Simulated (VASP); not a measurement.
# InAs (F-43m) in VASP: notebook, part 2 of 2

VASP 6.6.1. Earlier steps stand in the parts before.

## 3. Single point, PBEsol

This run uses another cell than the first one, of 27.28 Å³/atom, 0.917 times its volume.

INCAR reads:

```
SYSTEM = InAs
ALGO     = Normal         ! electronic algorithm
EDIFF    = 1E-7           ! SCF threshold, eV
ENCUT    = 520            ! plane-wave cutoff, eV
GGA      = PS             ! functional
ISIF     = 2              ! what is computed and relaxed
ISMEAR   = -1             ! smearing method
LASPH    = .TRUE.         ! aspherical terms in the spheres
LCHARG   = .FALSE.        ! write CHGCAR
LREAL    = .FALSE.        ! projectors in reciprocal space
LWAVE    = .FALSE.        ! write WAVECAR
NBANDS   = 16             ! bands
NELM     = 60             ! most SCF steps
PREC     = Accurate       ! precision mode
SIGMA    = 0.15           ! smearing width, eV
```

KPOINTS reads:

```
k-points
0
G
  12 12 12
  0 0 0
```

POSCAR reads:

```
InAs
1.0
    0.0000000000      3.0102347690      3.0102347690
    3.0102347690      0.0000000000      3.0102347690
    3.0102347690      3.0102347690      0.0000000000
In As
1 1
Direct
    0.0000000000      0.0000000000      0.0000000000
    0.7500000000      0.7500000000      0.7500000000
```

Potentials or basis: VASP PAW PBE potentials, release 64 (In_d, As).

Launch:

```sh
cat potpaw_PBE.64/In_d/POTCAR potpaw_PBE.64/As/POTCAR > POTCAR
mpirun -np 1 vasp_std > vasp.out
```

OUTCAR:

```text
SYSTEM = InAs
   EDIFF = 1E-7
   ENCUT = 520
   GGA = PS
   ISIF = 2
   ISMEAR = -1
   LASPH = .TRUE.
   LREAL = .FALSE.
   NELM = 60
   PREC = Accurate

 ion  position               nearest neighbor table
   1  0.000  0.000  0.000-   2 2.61   2 2.61   2 2.61   2 2.61
   2  0.750  0.750  0.750-   1 2.61   1 2.61   1 2.61   1 2.61

  LATTYP: Found a face centered cubic cell.
 ALAT       =     6.0204695380

  Lattice vectors:

 A1 = (   0.0000000000,   3.0102347690,   3.0102347690)
 A2 = (   3.0102347690,   0.0000000000,   3.0102347690)
 A3 = (   3.0102347690,   3.0102347690,   0.0000000000)

Analysis of symmetry for initial positions (statically):
=====================================================================
 Subroutine PRICEL returns:
 Original cell was already a primitive cell.

 Routine SETGRP: Setting up the symmetry group for a
 face centered cubic supercell.

 Subroutine GETGRP returns: Found 24 space group operations
 (whereof 24 operations were pure point group operations)
 out of a pool of 48 trial point group operations.

The static configuration has the point symmetry T_d .

Analysis of symmetry for dynamics (positions and initial velocities):
=====================================================================
 Subroutine PRICEL returns:
 Original cell was already a primitive cell.

 Routine SETGRP: Setting up the symmetry group for a
 face centered cubic supercell.

 Subroutine GETGRP returns: Found 24 space group operations
 (whereof 24 operations were pure point group operations)
 out of a pool of 48 trial point group operations.

The dynamic configuration has the point symmetry T_d .

 Subroutine INISYM returns: Found 24 space group operations
 (whereof 24 operations are pure point group operations),
 and found     1 'primitive' translations

----------------------------------------------------------------------------------------

                                     Primitive cell

  volume of cell :      54.5546

  direct lattice vectors                    reciprocal lattice vectors
     0.000000000  3.010234769  3.010234769    -0.166100002  0.166100002  0.166100002
     3.010234769  0.000000000  3.010234769     0.166100002 -0.166100002  0.166100002
     3.010234769  3.010234769  0.000000000     0.166100002  0.166100002 -0.166100002

  length of vectors
     4.257114836  4.257114836  4.257114836     0.287693642  0.287693642  0.287693642

  position of ions in fractional coordinates (direct lattice)
     0.000000000  0.000000000  0.000000000
     0.750000000  0.750000000  0.750000000

  ion indices of the primitive-cell ions
   primitive index   ion index
                 1           1
                 2           2

----------------------------------------------------------------------------------------

 KPOINTS: k-points

Automatic generation of k-mesh.
 Grid dimensions read from file:
 generate k-points for:   12   12   12

 Generating k-lattice:

  Cartesian coordinates                     Fractional coordinates (reciprocal lattice)
    -0.013841667  0.013841667  0.013841667     0.083333333  0.000000000  0.000000000
     0.013841667 -0.013841667  0.013841667     0.000000000  0.083333333  0.000000000
     0.013841667  0.013841667 -0.013841667     0.000000000  0.000000000  0.083333333

  Length of vectors
     0.023974470  0.023974470  0.023974470

  Shift w.r.t. Gamma in fractional coordinates (k-lattice)
     0.000000000  0.000000000  0.000000000

 Subroutine IBZKPT returns following result:
 ===========================================

 Found     72 irreducible k-points:

 Following reciprocal coordinates:
            Coordinates               Weight
  0.000000  0.000000  0.000000      1.000000
  0.083333  0.000000  0.000000      8.000000
  0.166667  0.000000  0.000000      8.000000
  0.250000  0.000000  0.000000      8.000000
  0.333333  0.000000  0.000000      8.000000
  0.416667  0.000000  0.000000      8.000000
[... 16 lines left out ...]
  0.500000  0.166667  0.000000     24.000000
 -0.416667  0.166667  0.000000     24.000000
 [... further k-points ...]
   k-points           NKPTS =     72   k-points in BZ     NKDIM =     72   number of bands    NBANDS=     16
   number of dos      NEDOS =    301   number of ions     NIONS =      2
   total plane-waves  NPLWV =  32768
   dimension x,y,z NGX =    32 NGY =   32 NGZ =   32
   dimension x,y,z NGXF=    64 NGYF=   64 NGZF=   64
   ions per type =               1   1
   NGX,Y,Z   is equivalent  to a cutoff of  12.50, 12.50, 12.50 a.u.
   NGXF,Y,Z  is equivalent  to a cutoff of  24.99, 24.99, 24.99 a.u.
 SYSTEM =  InAs
   PREC   = accura    normal or accurate (medium, high low for compatibility)
   ISTART =      0    job   : 0-new  1-cont  2-samecut
   ICHARG =      2    charge: 1-file 2-atom 10-const
   ISPIN  =      1    spin polarized calculation?
   LNONCOLLINEAR =      F non collinear calculations
   LSORBIT =      F    spin-orbit coupling
   LASPH  =      T    aspherical Exc in radial PAW
   ENCUT  =  520.0 eV  38.22 Ry    6.18 a.u.   7.92  7.92  7.92*2*pi/ulx,y,z
   NELM   =     60;   NELMIN=  2; NELMDL= -5     # of ELM steps
   EDIFF  = 0.1E-06   stopping-criterion for ELM
   LREAL  =      F    real-space projection
   EDIFFG = 0.1E-05   stopping-criterion for IOM
   NSW    =      0    number of steps for IOM
   IBRION =     -1    ionic relax: 0-MD 1-quasi-New 2-CG
   NFREE  =      0    steps in history (QN), initial steepest desc. (CG)
   ISIF   =      2    stress and relaxation
   ISYM   =      2    0-nonsym 1-usesym 2-fastsym
   POTIM  = 0.5000    time-step for ionic-motion
   TEBEG  =    0.0;   TEEND  =   0.0 temperature during run
   PSTRESS=    0.0 pullay stress
   NELECT =      18.0000    total number of electrons
   NUPDOWN=      -1.0000    fix difference up-down
   EMIN   =  10.00;   EMAX   =-10.00  energy-range for DOS
   EFERMI =   0.00;   METHOD = LEGACY
   ISMEAR =    -1;   SIGMA  =   0.15  broadening in eV -4-tet -1-fermi 0-gaus
   EFERMI_NEDOS =   21; number of points for ismear=-14 and -15
   IALGO  =     38    algorithm
   IMIX   =      4    mixing-type and parameters
     AMIX     =   0.40;   BMIX     =  1.00
     AMIX_MAG =   1.60;   BMIX_MAG =  1.00
  volume/ion in A,a.u.               =      27.28       184.08
  Fermi-wavevector in a.u.,A,eV,Ry     =   1.131241  2.137736 17.411473  1.279707
  Thomas-Fermi vector in A             =   2.267940
   LORBIT       =      0    0 simple, 1 ext, 2 COOP (PROOUT), +10 PAW based schemes
   GGA     = PS    functional components
   LHFCALC =     F    Hartree Fock is set to
   AEXX    =    0.0000 exact exchange contribution
   IVDW    =     0    specifies the selected vdW correction
   LEPSILON=     F    determine dielectric tensor
   LRPA    =     F    only Hartree local field effects (RPA)
 non-spin polarized calculation
  energy-cutoff  :      520.00
  volume of cell :       54.55
 maximum number of plane-waves:      1484
   NGX = 15   NGY = 15   NGZ = 15

 number of electron      17.9999993 magnetization

 Free energy of the ion-electron system (eV)
  ---------------------------------------------------
  ext. energy  EPLUGINS =         0.00000000
  ---------------------------------------------------
  free energy    TOTEN  =        -8.47912672 eV

  energy without entropy =       -8.47626617  energy(sigma->0) =       -8.47769645

 E-fermi :   4.8995     XC(G=0):  -9.3421

 val. band max:        4.5069822861   @ k =   0.0000   0.0000   0.0000
 cond. band min:       5.3186172018   @ k =   0.0833   0.0000   0.0000
 fundamental gap:      0.8116349157
 Fermi energy:         4.8995193669

 k-point     1 :       0.0000    0.0000    0.0000
  band No.  band energies     occupation
      1      -9.8532      2.00000
      2      -9.8532      2.00000
      3      -9.8532      2.00000
      4      -9.7195      2.00000
      5      -9.7195      2.00000
      6      -7.4703      2.00000
[... 8 lines left out ...]
     15      14.2082      0.00000
     16      14.2082      0.00000

 k-point     2 :       0.0833    0.0000    0.0000
  band No.  band energies     occupation
      1      -9.8636      2.00000
      2      -9.8503      2.00000
      3      -9.8503      2.00000
      4      -9.7196      2.00000
      5      -9.7196      2.00000
      6      -7.3951      2.00000
[... 8 lines left out ...]
     15      13.5821      0.00000
     16      13.5821      0.00000
[... 387 lines left out ...]
      5      -9.7086      2.00000
      6      -5.8329      2.00000
[... 8 lines left out ...]
     15      14.8786      0.00000
     16      15.3707      0.00000

 k-point    24 :      -0.4167    0.1667    0.0000
  band No.  band energies     occupation
      1      -9.9975      2.00000
      2      -9.8130      2.00000
      3      -9.8066      2.00000
      4      -9.7190      2.00000
      5      -9.7130      2.00000
      6      -5.7877      2.00000
[... 8 lines left out ...]
     15      14.1824      0.00000
     16      14.5747      0.00000

 [... further k-points ...]
[... 5 lines left out ...]
  --------------------------------------------------------------------------------------
  -------------------------------------------------------------------------------------
  Total        0.7149435      0.7149435      0.7149435      0.0000000      0.0000000      0.0000000
  in kB       20.9967080     20.9967080     20.9967080      0.0000000      0.0000000      0.0000000
  external PRESSURE =      20.9967080 kB  Pullay stress =       0.0000000 kB

 VOLUME and BASIS-vectors are now :
 -----------------------------------------------------------------------------
  energy-cutoff  :      520.00
  volume of cell :       54.55
      direct lattice vectors                 reciprocal lattice vectors
     0.000000000  3.010234769  3.010234769    -0.166100002  0.166100002  0.166100002
     3.010234769  0.000000000  3.010234769     0.166100002 -0.166100002  0.166100002
     3.010234769  3.010234769  0.000000000     0.166100002  0.166100002 -0.166100002

 POSITION                                       TOTAL-FORCE (eV/Angst)
 -----------------------------------------------------------------------------------
      0.00000      0.00000      0.00000        -0.000000      0.000000      0.000000
      4.51535      4.51535      4.51535         0.000000     -0.000000     -0.000000
 -----------------------------------------------------------------------------------
    total drift:                                0.000000      0.000000      0.000000

  FREE ENERGIE OF THE ION-ELECTRON SYSTEM (eV)
  ---------------------------------------------------
  free  energy   TOTEN  =        -8.4791267212 eV

  energy  without entropy=       -8.4762661694  energy(sigma->0) =       -8.47769645
```

Wall time 26 s (1 thread of Intel Xeon 6975P-C (Granite Rapids), shared host); peak memory 0.21 GiB.

What came out:

| Quantity | Value |
| --- | --- |
| Free energy | -8.4791 eV |
| Pressure | 2.1 GPa |
| Band gap on the k mesh | zero (filled and empty bands touch) |

Caveat: the PAW data sets were made with another functional, which shifts forces and pressure a little; spin-orbit coupling is left out, which moves the levels of the heavy elements.

## 4. Single point, PBEsol

This run uses another cell than the first one, of 28.20 Å³/atom, 0.948 times its volume.

INCAR reads:

```
SYSTEM = InAs
PREC = Accurate
ENCUT = 520
EDIFF = 1E-6
ISMEAR = -1
SIGMA = 0.15
LREAL = .False.
LASPH = .True.
NELM = 60
ALGO = Normal
ISIF = 2
LWAVE = .False.
LCHARG = .False.
GGA = PS
NBANDS = 16
```

KPOINTS reads:

```
Automatic mesh
0
Gamma
  12 12 12
  0 0 0
```

POSCAR reads:

```
InAs
1.0
    0.0000000000      3.0437329618      3.0437329618
    3.0437329618      0.0000000000      3.0437329618
    3.0437329618      3.0437329618      0.0000000000
In As
1 1
Direct
    0.0000000000      0.0000000000      0.0000000000
    0.7500000000      0.7500000000      0.7500000000
```

Launch:

```sh
cat potpaw_PBE.64/In_d/POTCAR potpaw_PBE.64/As/POTCAR > POTCAR
mpirun -np 1 vasp_std > vasp.out
```

Run time: 19 s. Hardware: 1 thread of Intel Xeon 6975P-C (Granite Rapids), shared host; peak memory 0.21 GiB.

The run converged. Its results:

| Quantity | Value |
| --- | --- |
| Free energy | -8.4918 eV |
| Pressure | 0.1 GPa |
| Band gap on the k mesh | zero (filled and empty bands touch) |

Levels at points of the mesh, in eV from the Fermi level:
```tsv
k point	band 7	band 8	band 9	band 10	band 11	band 12
(0.00, 0.00, 0.00)	-0.75	-0.37	-0.37	-0.37	3.48	3.48
(0.50, 0.00, 0.00)	-6.08	-1.34	-1.34	0.46	4.24	4.24
(0.50, 0.50, 0.00)	-6.17	-2.65	-2.65	1.10	1.61	8.58
```

Caveat: the PAW data sets were made with another functional, which shifts forces and pressure a little; spin-orbit coupling is left out, which moves the levels of the heavy elements.

## 5. Relaxation of cell and atoms, PBEsol

This run uses another cell than the first one, of 28.20 Å³/atom, 0.948 times its volume.

INCAR reads:

```
ALGO = Normal
EDIFF = 1E-6
EDIFFG = -0.001
ENCUT = 600
GGA = PS
IBRION = 2
ISIF = 3
ISMEAR = -1
LASPH = True
LCHARG = False
LREAL = False
LWAVE = False
NELM = 80
NSW = 80
PREC = Accurate
SIGMA = 0.15
```

KPOINTS reads:

```
k-points
0
Gamma
  12 12 12
```

POSCAR is that of step 4.

Launch:

```sh
cat potpaw_PBE.64/In_d/POTCAR potpaw_PBE.64/As/POTCAR > POTCAR
mpirun -np 1 vasp_std > vasp.out
```

It took 48 s on 1 thread of Intel Xeon 6975P-C (Granite Rapids), shared host; peak memory 0.26 GiB.

Results (log left out):

```yaml
Free_energy: -8.4921 eV
Relaxed_volume: 28.26 Å³/atom
Relaxed_cell: a = 4.307 Å, b = 4.307 Å, c = 4.307 Å, α = 60.00°, β = 60.00°, γ = 60.00°
Space_group_after_relaxing_to_0.05_Å: F-43m (No. 216)
Energy_gained_by_relaxing: 0.0 meV/atom
Ionic_steps: 3
Pressure_after_relaxing: 0.0 GPa
Band_gap_on_the_k_mesh: zero (filled and empty bands touch)
```

Final structure:
```cif
data_structure
_symmetry_space_group_name_H-M 'P 1'
_symmetry_Int_Tables_number 1
_cell_length_a 4.3074
_cell_length_b 4.3074
_cell_length_c 4.3074
_cell_angle_alpha 60.000
_cell_angle_beta 60.000
_cell_angle_gamma 60.000
_cell_volume 56.51
loop_
_atom_site_label
_atom_site_type_symbol
_atom_site_fract_x
_atom_site_fract_y
_atom_site_fract_z
_atom_site_occupancy
In1 In 0.00000 0.00000 0.00000 1
As1 As 0.75000 0.75000 0.75000 1
```

Levels at points of the mesh, in eV from the Fermi level:
| k point | band 5 | band 6 | band 7 | band 8 | band 9 | band 10 | band 11 | band 12 | band 13 |
| --- | --- | --- | --- | --- | --- | --- | --- | --- | --- |
| (0.00, 0.00, 0.00) | -14.53 | -12.12 | -0.76 | -0.37 | -0.37 | -0.37 | 3.48 | 3.48 | 3.48 |
| (0.50, 0.00, 0.00) | -14.53 | -10.70 | -6.07 | -1.33 | -1.33 | 0.46 | 4.24 | 4.24 | 6.32 |
| (0.50, 0.50, 0.00) | -14.51 | -10.18 | -6.16 | -2.64 | -2.64 | 1.11 | 1.61 | 8.57 | 8.70 |

Caveat: the PAW data sets were made with another functional, which shifts forces and pressure a little; spin-orbit coupling is left out, which moves the levels of the heavy elements.

## 6. Summary

```tsv
task	cell	cutoff (eV)	smearing	gap on the mesh (eV)	pressure (GPa)
single point	a = 4.382 Å, angles 60.0°, 2 atoms	520	gaussian 0.1 eV	none	-2.6
single point	a = 4.257 Å, angles 60.0°, 2 atoms	520	fermi-dirac 0.15 eV	none	2.1
single point	a = 4.304 Å, angles 60.0°, 2 atoms	520	fermi-dirac 0.15 eV	none	0.1
relaxation of cell and atoms	relaxed from a = 4.304 Å, angles 60.0°, 2 atoms	600	fermi-dirac 0.15 eV	none	0.0
```

Alike in all rows: level PBEsol; potentials or basis VASP PAW PBE potentials, release 64 (In_d, As); no spin polarisation; k mesh 12 × 12 × 12.

Caveats: the PAW data sets were made with another functional, which shifts forces and pressure a little; spin-orbit coupling is left out, which moves the levels of the heavy elements.

Absolute energies hang on the potentials; compare differences alone.
